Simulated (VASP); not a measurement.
# ZnCu (Pm-3m) in VASP: a series of runs

The runs below take ZnCu through single point, with PBE, RPBE, revPBE, BLYP.

Program: VASP 6.6.1. These are calculated values, not measurements. Logs are shortened: lines on timing, memory, paths and dates and some standing lists are left out, and cuts for length are marked.

### Step 1. The cell of the first run

Symmetry: Pm-3m, No. 221, cubic system. The conventional cell has a = 2.966 Å, b = 2.966 Å, c = 2.966 Å, α = 90.00°, β = 90.00°, γ = 90.00°. Zn (site symmetry m-3m) has 8 Cu at 2.57 Å and 6 Zn at 2.97 Å within 3.4 Å. Cu (site symmetry m-3m) has 8 Zn at 2.57 Å and 6 Cu at 2.97 Å within 3.4 Å.

### Step 2. Single point, PBE

Input file INCAR:

```
PREC = Accurate
ENCUT = 520
EDIFF = 1E-7
ISMEAR = -1
SIGMA = 0.05
LREAL = F
LASPH = T
NELM = 100
ALGO = Fast
ISIF = 2
LWAVE = F
LCHARG = T
GGA = PE
LELF = T
LVHAR = T
NBANDS = 18
```

Input file KPOINTS:

```
Automatic mesh
0
Gamma
  9 9 9
```

Input file POSCAR:

```
ZnCu
1.0
    2.9657339259      0.0000000000      0.0000000000
    0.0000000000      2.9657339259      0.0000000000
    0.0000000000      0.0000000000      2.9657339259
Zn Cu
1 1
Direct
    0.5000000000      0.5000000000      0.5000000000
    0.0000000000      0.0000000000      0.0000000000
```

Potentials or basis: VASP PAW PBE potentials, release 64 (Zn, Cu).

Launch:

```sh
$ cat potpaw_PBE.64/Zn/POTCAR potpaw_PBE.64/Cu/POTCAR > POTCAR
$ mpirun -np 1 vasp_std > vasp.out
```

OUTCAR:

```text
PREC = Accurate
   ENCUT = 520
   EDIFF = 1E-7
   ISMEAR = -1
   LREAL = F
   LASPH = T
   NELM = 100
   ISIF = 2
   GGA = PE

 ion  position               nearest neighbor table
   1  0.500  0.500  0.500-   2 2.57   2 2.57   2 2.57   2 2.57   2 2.57   2 2.57   2 2.57   2 2.57

   2  0.000  0.000  0.000-   1 2.57   1 2.57   1 2.57   1 2.57   1 2.57   1 2.57   1 2.57   1 2.57

  LATTYP: Found a simple cubic cell.
 ALAT       =     2.9657339259

  Lattice vectors:

 A1 = (   2.9657339259,   0.0000000000,   0.0000000000)
 A2 = (   0.0000000000,   2.9657339259,   0.0000000000)
 A3 = (   0.0000000000,   0.0000000000,   2.9657339259)

Analysis of symmetry for initial positions (statically):
=====================================================================
 Subroutine PRICEL returns:
 Original cell was already a primitive cell.

 Routine SETGRP: Setting up the symmetry group for a
 simple cubic supercell.

 Subroutine GETGRP returns: Found 48 space group operations
 (whereof 48 operations were pure point group operations)
 out of a pool of 48 trial point group operations.

The static configuration has the point symmetry O_h .

Analysis of symmetry for dynamics (positions and initial velocities):
=====================================================================
 Subroutine PRICEL returns:
 Original cell was already a primitive cell.

 Routine SETGRP: Setting up the symmetry group for a
 simple cubic supercell.

 Subroutine GETGRP returns: Found 48 space group operations
 (whereof 48 operations were pure point group operations)
 out of a pool of 48 trial point group operations.

The dynamic configuration has the point symmetry O_h .

 Subroutine INISYM returns: Found 48 space group operations
 (whereof 48 operations are pure point group operations),
 and found     1 'primitive' translations

----------------------------------------------------------------------------------------

                                     Primitive cell

  volume of cell :      26.0853

  direct lattice vectors                    reciprocal lattice vectors
     2.965733926  0.000000000  0.000000000     0.337184665  0.000000000  0.000000000
     0.000000000  2.965733926  0.000000000     0.000000000  0.337184665  0.000000000
     0.000000000  0.000000000  2.965733926     0.000000000  0.000000000  0.337184665

  length of vectors
     2.965733926  2.965733926  2.965733926     0.337184665  0.337184665  0.337184665

[... 73 lines left out ...]
   ICHARG =      2    charge: 1-file 2-atom 10-const
   ISPIN  =      1    spin polarized calculation?
   LNONCOLLINEAR =      F non collinear calculations
   LSORBIT =      F    spin-orbit coupling
   LASPH  =      T    aspherical Exc in radial PAW
   ENCUT  =  520.0 eV  38.22 Ry    6.18 a.u.   5.51  5.51  5.51*2*pi/ulx,y,z
   NELM   =    100;   NELMIN=  2; NELMDL= -5     # of ELM steps
   EDIFF  = 0.1E-06   stopping-criterion for ELM
   LREAL  =      F    real-space projection
   EDIFFG = 0.1E-05   stopping-criterion for IOM
   NSW    =      0    number of steps for IOM
   IBRION =     -1    ionic relax: 0-MD 1-quasi-New 2-CG
   NFREE  =      0    steps in history (QN), initial steepest desc. (CG)
   ISIF   =      2    stress and relaxation
   ISYM   =      2    0-nonsym 1-usesym 2-fastsym
   POTIM  = 0.5000    time-step for ionic-motion
   TEBEG  =    0.0;   TEEND  =   0.0 temperature during run
   PSTRESS=    0.0 pullay stress
   NELECT =      23.0000    total number of electrons
   NUPDOWN=      -1.0000    fix difference up-down
   EMIN   =  10.00;   EMAX   =-10.00  energy-range for DOS
   EFERMI =   0.00;   METHOD = LEGACY
   ISMEAR =    -1;   SIGMA  =   0.05  broadening in eV -4-tet -1-fermi 0-gaus
   EFERMI_NEDOS =   21; number of points for ismear=-14 and -15
   IALGO  =     68    algorithm
   IMIX   =      4    mixing-type and parameters
     AMIX     =   0.40;   BMIX     =  1.00
     AMIX_MAG =   1.60;   BMIX_MAG =  1.00
  volume/ion in A,a.u.               =      13.04        88.02
  Fermi-wavevector in a.u.,A,eV,Ry     =   1.569827  2.966544 33.529630  2.464358
  Thomas-Fermi vector in A             =   2.671652
   LORBIT       =      0    0 simple, 1 ext, 2 COOP (PROOUT), +10 PAW based schemes
   GGA     = PE    functional components
   LHFCALC =     F    Hartree Fock is set to
   AEXX    =    0.0000 exact exchange contribution
   IVDW    =     0    specifies the selected vdW correction
   LEPSILON=     F    determine dielectric tensor
   LRPA    =     F    only Hartree local field effects (RPA)
 non-spin polarized calculation
 RMM-DIIS sequential band-by-band and
  energy-cutoff  :      520.00
  volume of cell :       26.09
 maximum number of plane-waves:       739
 NGX is ok and might be reduce to    24
   NGX = 11   NGY = 11   NGZ = 11

 number of electron      23.0000022 magnetization

 Free energy of the ion-electron system (eV)
  ---------------------------------------------------
  ext. energy  EPLUGINS =         0.00000000
  ---------------------------------------------------
  free energy    TOTEN  =        -5.00250301 eV

  energy without entropy =       -4.99805519  energy(sigma->0) =       -5.00027910

 E-fermi :   5.4086     XC(G=0): -12.2839

 val. band max:        5.3541833421   @ k =   0.3333   0.3333   0.0000
 cond. band min:       5.5360658946   @ k =   0.3333   0.2222   0.1111
 fundamental gap:      0.1818825525
 Fermi energy:         5.4085919249

 k-point     1 :       0.0000    0.0000    0.0000
  band No.  band energies     occupation
      1      -4.8332      2.00000
      2      -2.4364      2.00000
      3      -2.4364      2.00000
      4      -1.7751      2.00000
      5      -1.7751      2.00000
      6      -1.7751      2.00000
[... 481 lines left out ...]
      5      -1.6923      2.00000
      6       0.3430      2.00000
[... 10 lines left out ...]
     17      20.4298      0.00000
     18      21.5403      0.00000

 [... further k-points ...]
[... 5 lines left out ...]
  --------------------------------------------------------------------------------------
  -------------------------------------------------------------------------------------
  Total        0.0923594      0.0923594      0.0923594      0.0000000      0.0000000     -0.0000000
  in kB        5.6727672      5.6727672      5.6727672      0.0000000      0.0000000     -0.0000000
  external PRESSURE =       5.6727672 kB  Pullay stress =       0.0000000 kB

 VOLUME and BASIS-vectors are now :
 -----------------------------------------------------------------------------
  energy-cutoff  :      520.00
  volume of cell :       26.09
      direct lattice vectors                 reciprocal lattice vectors
     2.965733926  0.000000000  0.000000000     0.337184665  0.000000000  0.000000000
     0.000000000  2.965733926  0.000000000     0.000000000  0.337184665  0.000000000
     0.000000000  0.000000000  2.965733926     0.000000000  0.000000000  0.337184665

 POSITION                                       TOTAL-FORCE (eV/Angst)
 -----------------------------------------------------------------------------------
      1.48287      1.48287      1.48287         0.000000      0.000000      0.000000
      0.00000      0.00000      0.00000         0.000000      0.000000      0.000000
 -----------------------------------------------------------------------------------
    total drift:                                0.000000      0.000000     -0.000000

  FREE ENERGIE OF THE ION-ELECTRON SYSTEM (eV)
  ---------------------------------------------------
  free  energy   TOTEN  =        -5.0025030079 eV

  energy  without entropy=       -4.9980551903  energy(sigma->0) =       -5.00027910
```

stdout:

```text
POSCAR found type information on POSCAR ZnCu
 POSCAR found :  2 types and       2 ions
 scaLAPACK will be used
 LDA part: xc-table for (Slater+PW92), standard interpolation
 POSCAR, INCAR and KPOINTS ok, starting setup
 FFT: planning ... GRIDC
 FFT: planning ... GRID_SOFT
 FFT: planning ... GRID
 WAVECAR not read
 entering main loop
```

Run time: 29 s. Hardware: 1 thread of Intel Xeon 8259CL, shared host; peak memory 0.15 GiB.

What came out:

* Free energy: -5.0025 eV
* Pressure: 0.6 GPa

### Step 3. Single point, RPBE

This run uses another cell than the first one, of 13.55 Å³/atom, 1.039 times its volume.

Input file INCAR:

```
ALGO     = Normal         # electronic algorithm
EDIFF    = 1E-6           # SCF threshold, eV
ENCUT    = 520            # plane-wave cutoff, eV
GGA      = RP             # functional
ISIF     = 2              # what is computed and relaxed
ISMEAR   = -1             # smearing method
LASPH    = T              # aspherical terms in the spheres
LCHARG   = F              # write CHGCAR
LREAL    = F              # projectors in reciprocal space
LWAVE    = F              # write WAVECAR
NBANDS   = 18             # bands
NELM     = 100            # most SCF steps
PREC     = Accurate       # precision mode
SIGMA    = 0.05           # smearing width, eV
```

Input file KPOINTS:

```
k-points
0
Gamma
  9 9 9
```

Input file POSCAR:

```
ZnCu
1.0
    3.0040158766      0.0000000000      0.0000000000
    0.0000000000      3.0040158766      0.0000000000
    0.0000000000      0.0000000000      3.0040158766
Zn Cu
1 1
Direct
    0.5000000000      0.5000000000      0.5000000000
    0.0000000000      0.0000000000      0.0000000000
```

Potentials or basis: VASP PAW PBE potentials, release 64 (Zn, Cu).

Launch:

```sh
$ cat potpaw_PBE.64/Zn/POTCAR potpaw_PBE.64/Cu/POTCAR > POTCAR
$ mpirun -np 1 vasp_std > vasp.out
```

Wall time 18 s (1 thread of Intel Xeon 8259CL, shared host); peak memory 0.15 GiB.

It converged, with:

```yaml
Free_energy: -4.1553 eV
Pressure: 0.4 GPa
```

Levels at points of the mesh, in eV from the Fermi level:
```
           k point  band 9  band 10  band 11  band 12  band 13  band 14
(0.00, 0.00, 0.00)   -2.69    -2.69    -2.69     5.98     5.98     5.98
```

Caveat: the PAW data sets were made with another functional, which shifts forces and pressure a little.

(Continued in part 2 of 2.)
